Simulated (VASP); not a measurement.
# Fe2Pt (P6_3/mmc) in VASP: further runs

Fe2Pt is run at these levels: PBE; tasks: single point, relaxation of cell and atoms.

Program: VASP 6.6.1. These are calculated values, not measurements. Logs are shortened: lines on timing, memory, paths and dates and some standing lists are left out, and cuts for length are marked.

**1. The cell of the first run**

It takes space group P6_3/mmc (No. 194, hexagonal). The conventional cell has a = 2.665 Å, b = 2.665 Å, c = 12.603 Å, α = 90.00°, β = 90.00°, γ = 120.00°. Fe (site symmetry 3m) has 9 Fe at 2.60 to 2.67 Å and 3 Pt at 2.60 Å within 3.4 Å. Within 3.4 Å of Pt (site symmetry -6m2) lie 6 Fe at 2.60 Å and 6 Pt at 2.67 Å.

**2. Single point, PBE, collinear spin, ferromagnetic start**

File INCAR:

```
SYSTEM = Fe2Pt
  PREC = Accurate
  ENCUT = 520
  EDIFF = 1E-7
  ISMEAR = 0
  SIGMA = 0.1
  LREAL = .FALSE.
  LASPH = .TRUE.
  NELM = 150
  ALGO = Normal
  ISIF = 2
  LWAVE = .FALSE.
  LCHARG = .FALSE.
  ISPIN = 2
  MAGMOM = 4 4 4 4 0 0
  LORBIT = 11
  LMAXMIX = 4
  GGA = PE
  NBANDS = 39
```

File KPOINTS:

```
Automatic mesh
0
G
  6 6 2
  0 0 0
```

File POSCAR:

```
Fe2Pt
1.0
    2.6651525100      0.0000000000      0.0000000000
   -1.3325762500      2.3080897800      0.0000000000
    0.0000000000      0.0000000000     12.6025160300
Fe Pt
4 2
Direct
    0.3333333300      0.6666666700      0.9166666700
    0.3333333300      0.6666666700      0.5833333300
    0.6666666700      0.3333333300      0.0833333300
    0.6666666700      0.3333333300      0.4166666700
    0.3333333300      0.6666666700      0.2500000000
    0.6666666700      0.3333333300      0.7500000000
```

Potentials or basis: VASP PAW PBE potentials, release 64 (Fe, Pt).

Launch:

```console
$ cat potpaw_PBE.64/Fe/POTCAR potpaw_PBE.64/Pt/POTCAR > POTCAR
$ mpirun -np 1 vasp_std > vasp.out
```

OUTCAR:

```text
SYSTEM = Fe2Pt
   PREC = Accurate
   ENCUT = 520
   EDIFF = 1E-7
   ISMEAR = 0
   LREAL = .FALSE.
   LASPH = .TRUE.
   NELM = 150
   ISIF = 2
   ISPIN = 2
   LORBIT = 11
   GGA = PE

 ion  position               nearest neighbor table
   1  0.333  0.667  0.917-   3 2.60   3 2.60   3 2.60   6 2.60   6 2.60   6 2.60
   2  0.333  0.667  0.583-   4 2.60   4 2.60   4 2.60   6 2.60   6 2.60   6 2.60
   3  0.667  0.333  0.083-   1 2.60   1 2.60   1 2.60   5 2.60   5 2.60   5 2.60
   4  0.667  0.333  0.417-   2 2.60   2 2.60   2 2.60   5 2.60   5 2.60   5 2.60
   5  0.333  0.667  0.250-   3 2.60   4 2.60   3 2.60   4 2.60   3 2.60   4 2.60
   6  0.667  0.333  0.750-   1 2.60   2 2.60   1 2.60   2 2.60   1 2.60   2 2.60

  LATTYP: Found a hexagonal cell.
 ALAT       =     2.6651525100
 C/A-ratio  =     4.7286284679

  Lattice vectors:

 A1 = (   2.6651525100,   0.0000000000,   0.0000000000)
 A2 = (  -1.3325762500,   2.3080897800,   0.0000000000)
 A3 = (   0.0000000000,   0.0000000000,  12.6025160300)

Analysis of symmetry for initial positions (statically):
=====================================================================
 Subroutine PRICEL returns:
 Original cell was already a primitive cell.

 Routine SETGRP: Setting up the symmetry group for a
 hexagonal supercell.

 Subroutine GETGRP returns: Found 24 space group operations
 (whereof 12 operations were pure point group operations)
 out of a pool of 24 trial point group operations.

The static configuration has the point symmetry D_3d.
 The point group associated with its full space group is D_6h.

Analysis of symmetry for dynamics (positions and initial velocities):
=====================================================================
 Subroutine PRICEL returns:
 Original cell was already a primitive cell.

 Routine SETGRP: Setting up the symmetry group for a
 hexagonal supercell.

 Subroutine GETGRP returns: Found 24 space group operations
 (whereof 12 operations were pure point group operations)
 out of a pool of 24 trial point group operations.

The dynamic configuration has the point symmetry D_3d.
 The point group associated with its full space group is D_6h.

Analysis of structural, dynamic, and magnetic symmetry:
=====================================================================
 Subroutine PRICEL returns:
 Original cell was already a primitive cell.

 Routine SETGRP: Setting up the symmetry group for a
 hexagonal supercell.

 Subroutine GETGRP returns: Found 24 space group operations
 (whereof 12 operations were pure point group operations)
 out of a pool of 24 trial point group operations.

The overall configuration has the point symmetry D_3d.
 The point group associated with its full space group is D_6h.

 Subroutine INISYM returns: Found 24 space group operations
 (whereof 12 operations are pure point group operations),
 and found     1 'primitive' translations

----------------------------------------------------------------------------------------

                                     Primitive cell

  volume of cell :      77.5233

  direct lattice vectors                    reciprocal lattice vectors
     2.665152510  0.000000000  0.000000000     0.375213049  0.216629354  0.000000000
    -1.332576250  2.308089780  0.000000000     0.000000000  0.433258710  0.000000000
     0.000000000  0.000000000 12.602516030     0.000000000  0.000000000  0.079349235

  length of vectors
     2.665152510  2.665152509 12.602516030     0.433258710  0.433258710  0.079349235

  position of ions in fractional coordinates (direct lattice)
     0.333333330  0.666666670  0.916666670
     0.333333330  0.666666670  0.583333330
     0.666666670  0.333333330  0.083333330
     0.666666670  0.333333330  0.416666670
     0.333333330  0.666666670  0.250000000
     0.666666670  0.333333330  0.750000000

  ion indices of the primitive-cell ions
   primitive index   ion index
                 1           1
                 2           2
                 3           3
                 4           4
                 5           5
[... 62 lines left out ...]

 k-point    14 :       0.3333    0.3333    0.5000
  band No.  band energies     occupation
      1       2.4685      1.00000
      2       2.4685      1.00000
      3       2.7665      1.00000
      4       2.7665      1.00000
      5       2.9450      1.00000
      6       2.9450      1.00000
[... 30 lines left out ...]
     37      14.2859      0.00000
     38      14.2859      0.00000
 Fermi energy:         8.0772360812

 spin component 2

 k-point     1 :       0.0000    0.0000    0.0000
  band No.  band energies     occupation
      1      -1.7908      1.00000
      2      -1.5377      1.00000
      3       1.0903      1.00000
      4       1.1407      1.00000
      5       2.0855      1.00000
      6       3.4371      1.00000
[... 30 lines left out ...]
     37      15.6987      0.00000
     38      19.1562      0.00000

 k-point     2 :       0.1667    0.0000    0.0000
  band No.  band energies     occupation
      1      -0.7499      1.00000
      2      -0.4768      1.00000
      3       1.6844      1.00000
      4       1.8680      1.00000
      5       2.5325      1.00000
      6       3.3749      1.00000
[... 30 lines left out ...]
     37      15.6906      0.00000
     38      19.8330      0.00000
[... 449 lines left out ...]
     37      16.0588      0.00000
     38      16.0588      0.00000

 k-point    14 :       0.3333    0.3333    0.5000
  band No.  band energies     occupation
      1       2.9222      1.00000
      2       2.9222      1.00000
      3       3.1464      1.00000
      4       3.1464      1.00000
      5       3.2621      1.00000
      6       3.2621      1.00000
[... 30 lines left out ...]
     37      14.8154      0.00000
     38      14.8154      0.00000
 [bands above 38 left out]

------------------------ aborting loop because EDIFF is reached ----------------------------------------

  FORCE on cell =-STRESS in cart. coord.  units (eV):
  Direction    XX          YY          ZZ          XY          YZ          ZX
  --------------------------------------------------------------------------------------
  -------------------------------------------------------------------------------------
  Total        3.8550247      3.8550247      8.5823918      0.0000000     -0.0000000     -0.0000000
  in kB       79.6720000     79.6720001    177.3727490      0.0000002     -0.0000000     -0.0000000
  external PRESSURE =     112.2389164 kB  Pullay stress =       0.0000000 kB

 VOLUME and BASIS-vectors are now :
 -----------------------------------------------------------------------------
  energy-cutoff  :      520.00
  volume of cell :       77.52
      direct lattice vectors                 reciprocal lattice vectors
     2.665152510  0.000000000  0.000000000     0.375213049  0.216629354  0.000000000
    -1.332576250  2.308089780  0.000000000     0.000000000  0.433258710  0.000000000
     0.000000000  0.000000000 12.602516030     0.000000000  0.000000000  0.079349235

 POSITION                                       TOTAL-FORCE (eV/Angst)
 -----------------------------------------------------------------------------------
     -0.00000      1.53873     11.55231         0.000000     -0.000000      1.017392
     -0.00000      1.53873      7.35147        -0.000000      0.000000     -1.017392
      1.33258      0.76936      1.05021        -0.000000     -0.000000     -1.017392
      1.33258      0.76936      5.25105        -0.000000     -0.000000      1.017392
     -0.00000      1.53873      3.15063         0.000000     -0.000000      0.000000
      1.33258      0.76936      9.45189         0.000000      0.000000      0.000000
 -----------------------------------------------------------------------------------
    total drift:                               -0.000001      0.000001     -0.000000

  FREE ENERGIE OF THE ION-ELECTRON SYSTEM (eV)
  ---------------------------------------------------
  free  energy   TOTEN  =       -45.0055873174 eV

  energy  without entropy=      -44.9665411345  energy(sigma->0) =      -44.98606423

 total charge

# of ion       s       p       d       tot
------------------------------------------
    1        0.442   0.466   6.182   7.089
    2        0.442   0.466   6.182   7.089
    3        0.442   0.466   6.182   7.089
    4        0.442   0.466   6.182   7.089
    5        0.749   0.767   8.099   9.615
    6        0.749   0.767   8.099   9.615
--------------------------------------------------
tot          3.264   3.396  40.926  47.586

 magnetization (x)

# of ion       s       p       d       tot
------------------------------------------
    1       -0.012  -0.029   2.784   2.743
    2       -0.012  -0.029   2.784   2.743
    3       -0.012  -0.029   2.784   2.743
    4       -0.012  -0.029   2.784   2.743
    5       -0.012  -0.053   0.298   0.233
    6       -0.012  -0.053   0.298   0.233
--------------------------------------------------
tot         -0.071  -0.220  11.731  11.440
```

Run time: 4.4 min. Hardware: 1 thread of Intel Xeon 8259CL, shared host; peak memory 0.25 GiB.

Results:

| Property | Result |
| --- | --- |
| Free energy | -45.0056 eV |
| Pressure | 11.2 GPa |
| Largest force | 1.017 eV/Å |
| Net moment | 11.49 μB per cell |
| Site moments | Fe +2.74; Pt +0.23 μB |
| Valence electrons inside the program's atomic spheres | Fe 7.09; Pt 9.62 |

Forces on the atoms (eV/Å):
```
Fe   0.000  0.000  1.017
Fe   0.000  0.000 -1.017
Fe   0.000  0.000 -1.017
Fe   0.000  0.000  1.017
Pt   0.000  0.000  0.000
Pt   0.000  0.000  0.000
```

Levels at points of the mesh, in eV from the Fermi level:
Spin up:
```
           k point  band 30  band 31  band 32  band 33  band 34  band 35
(0.00, 0.00, 0.00)    -1.07    -1.07    -0.74    -0.74    -0.73    -0.73
(0.50, 0.00, 0.00)     0.17     0.44     0.52     1.13     2.05     2.90
(0.00, 0.00, 0.50)    -1.23    -1.14    -1.14    -0.73    -0.73    -0.73
(0.50, 0.00, 0.50)     0.17     0.92     0.92     1.33     1.33     3.15
```
Spin down:
```csv
k point,band 17,band 18,band 19,band 20,band 21,band 22,band 23,band 24
"(0.00, 0.00, 0.00)",-0.83,-0.32,-0.11,0.04,0.07,0.07,0.25,0.25
"(0.50, 0.00, 0.00)",-0.12,0.11,0.15,0.32,0.51,0.67,0.86,0.91
"(0.00, 0.00, 0.50)",-0.57,-0.57,-0.13,-0.13,0.17,0.17,0.17,0.17
"(0.50, 0.00, 0.50)",-0.02,-0.02,0.26,0.26,0.42,0.42,0.62,0.62
```

Caveat: the k points lie up to 0.45 Å⁻¹ apart; spin-orbit coupling is left out, which moves the levels of the heavy elements; forces of over 1 eV/Å act on the atoms, so gaps and moduli don't describe the material at rest.

**3. Single point, PBE, collinear spin, ferromagnetic start**

This run uses another cell than the first one, of 13.57 Å³/atom.

File INCAR:

```
SYSTEM = Fe2Pt
ALGO = Normal ; EDIFF = 1E-6
ENCUT = 520 ; GGA = PE
ISIF = 2 ; ISMEAR = 0
ISPIN = 2 ; LASPH = .True.
LCHARG = .False. ; LMAXMIX = 4
LORBIT = 11 ; LREAL = .False.
LWAVE = .False. ; MAGMOM = 4 4 4 4 0 0
NBANDS = 39 ; NELM = 150
PREC = Accurate ; SIGMA = 0.1
```

File KPOINTS:

```
k-points
0
Gamma
  6 6 2
  0 0 0
```

File POSCAR:

```
Fe2Pt
1.0
    2.6843123275     -0.0000000029      0.0000000000
   -1.3421561612      2.3246826688      0.0000000000
    0.0000000000      0.0000000000     13.0483583492
Fe Pt
4 2
Direct
    0.3333333333      0.6666666667      0.9201223392
    0.3333333333      0.6666666667      0.5798776608
    0.6666666667      0.3333333333      0.0798776608
    0.6666666667      0.3333333333      0.4201223392
    0.3333333333      0.6666666667      0.2500000000
    0.6666666667      0.3333333333      0.7500000000
```

Potentials or basis: VASP PAW PBE potentials, release 64 (Fe, Pt).

Launch:

```console
$ cat potpaw_PBE.64/Fe/POTCAR potpaw_PBE.64/Pt/POTCAR > POTCAR
$ mpirun -np 1 vasp_std > vasp.out
```

Wall time 4.1 min (1 thread of Intel Xeon 8259CL, shared host); peak memory 0.26 GiB.

It converged, with:

```
Free energy                                           : -45.2573 eV
Pressure                                              : -0.4 GPa
Largest force                                         : 0.018 eV/Å
Net moment                                            : 11.67 μB per cell
Site moments                                          : Fe +2.81; Pt +0.21 μB
Valence electrons inside the program's atomic spheres : Fe 7.00; Pt 9.46
```

Forces in eV/Å, atoms in the order of the input:
```
Fe   0.000  0.000 -0.018
Fe   0.000  0.000  0.018
Fe   0.000  0.000  0.018
Fe   0.000  0.000 -0.018
Pt   0.000  0.000  0.000
Pt   0.000  0.000  0.000
```

Stress tensor (GPa, compression positive):
```
-0.46  0.00  0.00
 0.00 -0.46  0.00
 0.00  0.00 -0.27
```

Levels at points of the mesh, in eV from the Fermi level:
Spin up:
```csv
k point,band 30,band 31,band 32,band 33,band 34,band 35,band 36,band 37
"(0.00, 0.00, 0.00)",-1.19,-1.19,-0.80,-0.80,-0.79,-0.79,-0.32,5.55
"(0.50, 0.00, 0.00)",0.38,0.42,0.60,1.07,1.95,2.73,3.11,6.54
"(0.00, 0.00, 0.50)",-1.31,-1.28,-1.28,-0.79,-0.79,-0.79,-0.79,6.97
"(0.50, 0.00, 0.50)",0.38,0.89,0.89,1.25,1.25,2.98,2.98,6.39
```
Spin down:
| k point | band 16 | band 17 | band 18 | band 19 | band 20 | band 21 | band 22 | band 23 | band 24 | band 25 |
| --- | --- | --- | --- | --- | --- | --- | --- | --- | --- | --- |
| (0.00, 0.00, 0.00) | -1.34 | -0.94 | -0.44 | -0.06 | 0.00 | 0.07 | 0.07 | 0.22 | 0.22 | 0.24 |
| (0.50, 0.00, 0.00) | -0.45 | -0.11 | 0.16 | 0.27 | 0.53 | 0.60 | 0.63 | 0.75 | 0.92 | 1.54 |
| (0.00, 0.00, 0.50) | -1.37 | -0.73 | -0.73 | -0.07 | -0.07 | 0.16 | 0.16 | 0.16 | 0.16 | 0.28 |
| (0.50, 0.00, 0.50) | -0.29 | -0.02 | -0.02 | 0.42 | 0.42 | 0.45 | 0.45 | 0.62 | 0.62 | 1.80 |

Caveat: the k points lie up to 0.45 Å⁻¹ apart; spin-orbit coupling is left out, which moves the levels of the heavy elements.

**4. Relaxation of cell and atoms, PBE, collinear spin, ferromagnetic start**

File INCAR:

```
  PREC = Accurate
  ENCUT = 600
  EDIFF = 1E-7
  ISMEAR = 0
  SIGMA = 0.1
  LREAL = False
  LASPH = True
  NELM = 150
  ALGO = Fast
  ISIF = 3
  LWAVE = False
  LCHARG = False
  ISPIN = 2
  MAGMOM = 4 4 4 4 0 0
  LORBIT = 11
  LMAXMIX = 4
  GGA = PE
  IBRION = 2
  NSW = 90
  EDIFFG = -0.04
```

File KPOINTS:

```
Automatic mesh
0
Gamma
  6 6 2
```

File POSCAR:

```
Fe2Pt
1.0
    2.6651525100      0.0000000000      0.0000000000
   -1.3325762500      2.3080897800      0.0000000000
    0.0000000000      0.0000000000     12.6025160300
Fe Pt
4 2
Direct
    0.3333333300      0.6666666700      0.9166666700
    0.3333333300      0.6666666700      0.5833333300
    0.6666666700      0.3333333300      0.0833333300
    0.6666666700      0.3333333300      0.4166666700
    0.3333333300      0.6666666700      0.2500000000
    0.6666666700      0.3333333300      0.7500000000
```

Launch:

```console
$ cat potpaw_PBE.64/Fe/POTCAR potpaw_PBE.64/Pt/POTCAR > POTCAR
$ mpirun -np 1 vasp_std > vasp.out
```

Run time: 26 min. Hardware: 1 thread of Intel Xeon 8259CL, shared host; peak memory 0.34 GiB.

The run converged. Its results:

```
Free energy                                           : -45.2547 eV
Relaxed volume                                        : 13.56 Å³/atom
Relaxed cell                                          : a = 2.681 Å, b = 2.681 Å, c = 13.075 Å, α = 90.00°, β = 90.00°, γ = 120.00°
Space group after relaxing (to 0.1 Å)                 : P6_3/mmc (No. 194)
Energy gained by relaxing                             : 41.7 meV/atom
Ionic steps                                           : 8
Pressure after relaxing                               : -0.2 GPa
Largest force after relaxing                          : 0.017 eV/Å
Net moment                                            : 11.67 μB per cell
Site moments                                          : Fe +2.81; Pt +0.21 μB
Valence electrons inside the program's atomic spheres : Fe 7.00; Pt 9.46
```

Forces in eV/Å, atoms in the order of the input:
```
Fe   0.000  0.000  0.017
Fe   0.000  0.000 -0.017
Fe   0.000  0.000 -0.017
Fe   0.000  0.000  0.017
Pt   0.000  0.000  0.000
Pt   0.000  0.000  0.000
```

Stress tensor (GPa, compression positive):
```
-0.05  0.00  0.00
 0.00 -0.05  0.00
 0.00  0.00 -0.42
```

The path:
```tsv
step	energy change (eV)	largest force (eV/Å)	pressure (GPa)	volume (Å³)
1	0.0000	1.0174	11.22	77.52
2	0.0621	0.1809	-13.33	88.08
3	-0.2239	0.3195	-2.11	82.18
4	-0.2241	0.3331	-1.81	82.06
5	-0.2491	0.0063	0.67	81.06
6	-0.2498	0.0529	0.29	81.20
7	-0.2503	0.0086	-0.27	81.40
8	-0.2503	0.0167	-0.17	81.37
```

Final structure:
```
Fe Pt
1.0
     2.68067    0.00000    0.00000
    -1.34033    2.32153    0.00000
     0.00000    0.00000   13.07512
Fe Pt
4 2
Direct
  0.33333 0.66667 0.91984
  0.33333 0.66667 0.58016
  0.66667 0.33333 0.08016
  0.66667 0.33333 0.41984
  0.33333 0.66667 0.25000
  0.66667 0.33333 0.75000
```

Levels at points of the mesh, in eV from the Fermi level:
Spin up:
```tsv
k point	band 29	band 30	band 31	band 32	band 33	band 34	band 35	band 36	band 37	band 38
(0.00, 0.00, 0.00)	-1.53	-1.19	-1.19	-0.79	-0.79	-0.78	-0.78	-0.35	5.52	9.33
(0.50, 0.00, 0.00)	0.40	0.40	0.43	0.61	1.09	1.97	2.75	3.14	6.57	6.67
(0.00, 0.00, 0.50)	-1.31	-1.31	-1.30	-1.30	-0.79	-0.79	-0.79	-0.79	6.93	6.93
(0.50, 0.00, 0.50)	0.40	0.40	0.91	0.91	1.26	1.26	3.01	3.01	6.42	6.42
```
Spin down:
```tsv
k point	band 18	band 19	band 20	band 21	band 22	band 23
(0.00, 0.00, 0.00)	-0.45	-0.09	-0.04	0.08	0.08	0.24
(0.50, 0.00, 0.00)	0.16	0.30	0.55	0.63	0.64	0.78
(0.00, 0.00, 0.50)	-0.74	-0.10	-0.10	0.17	0.17	0.17
(0.50, 0.00, 0.50)	-0.01	0.45	0.45	0.45	0.45	0.65
```

Caveat: the k points lie up to 0.45 Å⁻¹ apart in the final cell; spin-orbit coupling is left out, which moves the levels of the heavy elements.

**5. Overview**

| task | cell | cutoff (eV) | gap on the mesh (eV) | pressure (GPa) | moment (μB) | largest force (eV/Å) |
| --- | --- | --- | --- | --- | --- | --- |
| single point | a = 2.665, b = 2.665, c = 12.603 Å, angles 90.0, 90.0, 120.0°, 6 atoms, atomic positions A | 520 | none | 11.2 | 11.49 | 1.02 |
| single point | a = 2.684, b = 2.684, c = 13.048 Å, angles 90.0, 90.0, 120.0°, 6 atoms, atomic positions B | 520 | none | -0.4 | 11.67 | 0.02 |
| relaxation of cell and atoms | relaxed from a = 2.665, b = 2.665, c = 12.603 Å, angles 90.0, 90.0, 120.0°, 6 atoms, atomic positions A | 600 | none | -0.2 | 11.67 | 0.02 |

Alike in all rows: level PBE; potentials or basis VASP PAW PBE potentials, release 64 (Fe, Pt); spin collinear, ferromagnetic start; k mesh 6 × 6 × 2; smearing gaussian 0.1 eV.

Caveats: all runs use coarse meshes; spin-orbit coupling is left out, which moves the levels of the heavy elements; forces of over 1 eV/Å act on the atoms, so gaps and moduli don't describe the material at rest (at least some runs).

Total energies depend on the potentials used, so only differences within one code and one set of settings carry meaning.
